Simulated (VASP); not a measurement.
# Si (Fddd) in VASP: further runs, part 2 of 2

VASP 6.6.1. The steps go on from the part before.

## (3) Single point, PBE

File INCAR:

```
PREC = Accurate
ENCUT = 520
EDIFF = 1E-6
ISMEAR = 0
SIGMA = 0.05
LREAL = F
LASPH = T
NELM = 100
ALGO = Normal
ISIF = 2
LWAVE = F
LCHARG = F
GGA = PE
NBANDS = 11
```

File KPOINTS:

```
regular mesh
0
Gamma
  8 8 8
```

File POSCAR:

```
Si
1.0
    0.0000000000      2.7622300290      2.8306020594
    2.6118115620      0.0000000000      2.8306020594
    2.6118115620      2.7622300290      0.0000000000
Si
2
Direct
    0.5000000000      0.5000000000      0.5000000000
    0.7500000000      0.7500000000      0.7500000000
```

Potentials or basis: VASP PAW PBE potentials, release 64 (Si).

Run with:

```sh
$ cat potpaw_PBE.64/Si/POTCAR > POTCAR
$ mpirun -np 1 vasp_std > vasp.out
```

Wall time 51 s (1 thread of Intel Xeon 8259CL, shared host); peak memory 0.17 GiB.

The run converged. Its results:

```
Free energy            : -10.8065 eV
Pressure               : -0.1 GPa
Band gap on the k mesh : zero (bands 4 and 5 overlap by 0.05 eV)
```

Stress tensor (GPa, compression positive):
```
 3.73  0.00  0.00
 0.00 -0.54  0.00
 0.00  0.00 -3.42
```

Levels at points of the mesh, in eV from the Fermi level:
```csv
k point,band 1,band 2,band 3,band 4,band 5,band 6,band 7,band 8,band 9
"(0.00, 0.00, 0.00)",-12.06,-0.49,-0.29,0.06,2.17,2.38,2.47,2.84,6.84
"(0.50, 0.00, 0.00)",-9.78,-7.11,-1.74,-1.10,1.07,2.88,3.52,7.52,9.79
"(0.50, 0.50, 0.00)",-8.19,-8.19,-2.76,-2.76,0.79,0.79,9.36,9.36,10.87
"(0.50, 0.00, 0.50)",-8.05,-8.05,-2.94,-2.94,0.60,0.60,9.08,9.08,11.23
"(0.00, 0.50, 0.50)",-7.73,-7.73,-3.36,-3.36,0.16,0.16,9.54,9.54,10.89
```

Caveat: the cell differs from its parent crystal (strain +e along x and -e along y -0.0275, strain +e along z and -e/2 along x and y +0.0350); semilocal functionals underestimate gaps, so a narrow gap can read as zero.

## (4) Single point, PBE

File INCAR:

```
SYSTEM = Si
ALGO = Normal
EDIFF = 1E-6
ENCUT = 520
GGA = PE
ISIF = 2
ISMEAR = 0
LASPH = .TRUE.
LCHARG = .FALSE.
LREAL = .FALSE.
LWAVE = .FALSE.
NBANDS = 11
NELM = 60
PREC = Accurate
SIGMA = 0.05
```

File KPOINTS:

```
k-points
0
G
  8 8 8
  0 0 0
```

File POSCAR:

```
Si
1.0
    0.0000000000      2.8100904503      2.7348812168
    2.6596719833      0.0000000000      2.7348812168
    2.6596719833      2.8100904503      0.0000000000
Si
2
Direct
    0.5000000000      0.5000000000      0.5000000000
    0.7500000000      0.7500000000      0.7500000000
```

Run with:

```sh
$ cat potpaw_PBE.64/Si/POTCAR > POTCAR
$ mpirun -np 1 vasp_std > vasp.out
```

Wall time 45 s (1 thread of Intel Xeon 8259CL, shared host); peak memory 0.18 GiB.

The run converged. Its results:

```yaml
Free_energy: -10.8275 eV
Pressure: 0.0 GPa
Band_gap_on_the_k_mesh: 0.22 eV (least direct gap 2.28 eV)
```

Stress tensor (GPa, compression positive):
```
 2.50  0.00  0.00
 0.00 -2.80  0.00
 0.00  0.00  0.17
```

Levels at points of the mesh, in eV from the valence-band top:
```csv
k point,band 2,band 3,band 4,band 5,band 6,band 7
"(0.00, 0.00, 0.00)",-0.38,-0.18,0.00,2.28,2.38,2.48
"(0.50, 0.00, 0.00)",-7.06,-1.59,-1.14,1.20,3.03,3.39
"(0.50, 0.50, 0.00)",-7.93,-2.97,-2.97,0.57,0.57,9.40
"(0.50, 0.00, 0.50)",-8.09,-2.77,-2.77,0.78,0.78,9.66
"(0.00, 0.50, 0.50)",-7.78,-3.18,-3.18,0.35,0.35,9.60
```

Caveat: the cell differs from its parent crystal (strain +e along x and -e along y -0.0275, strain +e along z and -e/2 along x and y +0.0000).

## (5) Single point, PBE

File INCAR:

```
ALGO = Normal ; EDIFF = 1E-6
ENCUT = 520 ; GGA = PE
ISIF = 2 ; ISMEAR = 0
LASPH = True ; LCHARG = True
LELF = True ; LREAL = False
LVHAR = True ; LWAVE = False
NBANDS = 11 ; NELM = 80
PREC = Accurate ; SIGMA = 0.05
```

File KPOINTS:

```
k-points
0
Gamma
  8 8 8
```

File POSCAR:

```
Si
1.0
    0.0000000000      2.9126484959      2.8306020594
    2.4613930951      0.0000000000      2.8306020594
    2.4613930951      2.9126484959      0.0000000000
Si
2
Direct
    0.5000000000      0.5000000000      0.5000000000
    0.7500000000      0.7500000000      0.7500000000
```

Potentials or basis: VASP PAW PBE potentials, release 64 (Si).

Run with:

```sh
$ cat potpaw_PBE.64/Si/POTCAR > POTCAR
$ mpirun -np 1 vasp_std > vasp.out
```

OUTCAR:

```text
EDIFF = 1E-6
   ENCUT = 520
   GGA = PE
   ISIF = 2
   ISMEAR = 0
   LASPH = True
   LREAL = False
   NELM = 80
   PREC = Accurate

 ion  position               nearest neighbor table
   1  0.500  0.500  0.500-   2 2.37   2 2.37   2 2.37   2 2.37
   2  0.750  0.750  0.750-   1 2.37   1 2.37   1 2.37   1 2.37

  LATTYP: Found a face centered orthorhombic cell.
 ALAT       =     4.9227861902
 B/A-ratio  =     1.1500000000
 C/A-ratio  =     1.1833333333

  Lattice vectors:

 A1 = (   0.0000000000,   2.9126484959,  -2.8306020594)
 A2 = (   2.4613930951,   2.9126484959,   0.0000000000)
 A3 = (   2.4613930951,   0.0000000000,  -2.8306020594)

Analysis of symmetry for initial positions (statically):
=====================================================================
 Subroutine PRICEL returns:
 Original cell was already a primitive cell.

 Routine SETGRP: Setting up the symmetry group for a
 face centered orthorhombic supercell.

 Subroutine GETGRP returns: Found  8 space group operations
 (whereof  4 operations were pure point group operations)
 out of a pool of  8 trial point group operations.

The static configuration has the point symmetry D_2 .
[... 175 lines left out ...]
      4       6.3379      0.00000
      5       7.9969      0.00000
      6       8.5420      0.00000
      7       8.6336      0.00000
      8       8.6690      0.00000
      9      12.1238      0.00000
     10      13.6236      0.00000
     11      14.3303      0.00000
[... 309 lines left out ...]
 k-point    24 :       0.3750    0.0000    0.1250
  band No.  band energies     occupation
      1      -4.6760      2.00000
      2       0.5202      2.00000
      3       3.4455      2.00000
      4       4.6645      2.00000
      5       8.0883      0.00000
      6       8.7426      0.00000
      7      10.6329      0.00000
      8      11.7642      0.00000
      9      14.0529      0.00000
     10      15.0439      0.00000
     11      15.9585      0.00000

 [... further k-points ...]

------------------------ aborting loop because EDIFF is reached ----------------------------------------

  FORCE on cell =-STRESS in cart. coord.  units (eV):
  Direction    XX          YY          ZZ          XY          YZ          ZX
  --------------------------------------------------------------------------------------
  -------------------------------------------------------------------------------------
  Total        1.6097769     -1.4436746     -0.4285464      0.0000000      0.0000000      0.0000000
  in kB       63.5474914    -56.9904414    -16.9172805      0.0000000      0.0000000      0.0000000
  external PRESSURE =      -3.4534102 kB  Pullay stress =       0.0000000 kB

 VOLUME and BASIS-vectors are now :
 -----------------------------------------------------------------------------
  energy-cutoff  :      520.00
  volume of cell :       40.59
      direct lattice vectors                 reciprocal lattice vectors
     0.000000000  2.912648496  2.830602059    -0.203136996  0.171665067  0.176640866
     2.461393095  0.000000000  2.830602059     0.203136996 -0.171665067  0.176640866
     2.461393095  2.912648496  0.000000000     0.203136996  0.171665067 -0.176640866

 POSITION                                       TOTAL-FORCE (eV/Angst)
 -----------------------------------------------------------------------------------
      2.46139      2.91265      2.83060         0.000000      0.000000     -0.000000
      3.69209      4.36897      4.24590         0.000000     -0.000000      0.000000
 -----------------------------------------------------------------------------------
    total drift:                                0.000000     -0.000000     -0.000000

  FREE ENERGIE OF THE ION-ELECTRON SYSTEM (eV)
  ---------------------------------------------------
  free  energy   TOTEN  =       -10.6836974684 eV

  energy  without entropy=      -10.6829362407  energy(sigma->0) =      -10.68331685
```

Wall time 52 s (1 thread of Intel Xeon 8259CL, shared host); peak memory 0.17 GiB.

Results:

- Free energy: -10.6837 eV
- Pressure: -0.3 GPa
- Band gap on the k mesh: zero (bands 4 and 5 overlap by 0.90 eV)

Levels at points of the mesh, in eV from the Fermi level:
```
           k point  band 1  band 2  band 3  band 4  band 5  band 6  band 7  band 8
(0.00, 0.00, 0.00)  -11.99   -0.56   -0.28    0.50    2.16    2.71    2.80    2.83
(0.50, 0.00, 0.00)   -9.65   -7.02   -1.95   -0.68    0.81    2.71    4.41    7.88
(0.50, 0.50, 0.00)   -8.08   -8.08   -2.57   -2.57    0.97    0.97    8.24    8.24
(0.50, 0.00, 0.50)   -8.25   -8.25   -2.36   -2.36    1.19    1.19    8.60    8.60
(0.00, 0.50, 0.50)   -7.30   -7.30   -3.64   -3.64   -0.12   -0.12    9.55    9.55
```

Caveat: the cell differs from its parent crystal (strain +e along x and -e along y -0.0825, strain +e along z and -e/2 along x and y +0.0350).

## (6) Overview

```csv
cell,gap on the mesh (eV),pressure (GPa)
"a = 4.046, b = 3.605, c = 3.992 Å, angles 64.1, 53.3, 62.6°, 2 atoms",none,-0.2
"a = 3.955, b = 3.851, c = 3.802 Å, angles 62.2, 59.5, 58.3°, 2 atoms",none,-0.1
"a = 3.921, b = 3.815, c = 3.869 Å, angles 61.4, 58.6, 60.0°, 2 atoms",0.22,0.0
"a = 4.062, b = 3.751, c = 3.813 Å, angles 64.9, 56.8, 58.3°, 2 atoms",none,-0.3
```

Alike in all rows: task single point; level PBE; potentials or basis VASP PAW PBE potentials, release 64 (Si); no spin polarisation; k mesh 8 × 8 × 8; cutoff (eV) 520; smearing gaussian 0.05 eV.

Caveats: semilocal functionals underestimate gaps, so a narrow gap can read as zero (at least some runs).

Total energies depend on the potentials used, so only differences within one code and one set of settings carry meaning.
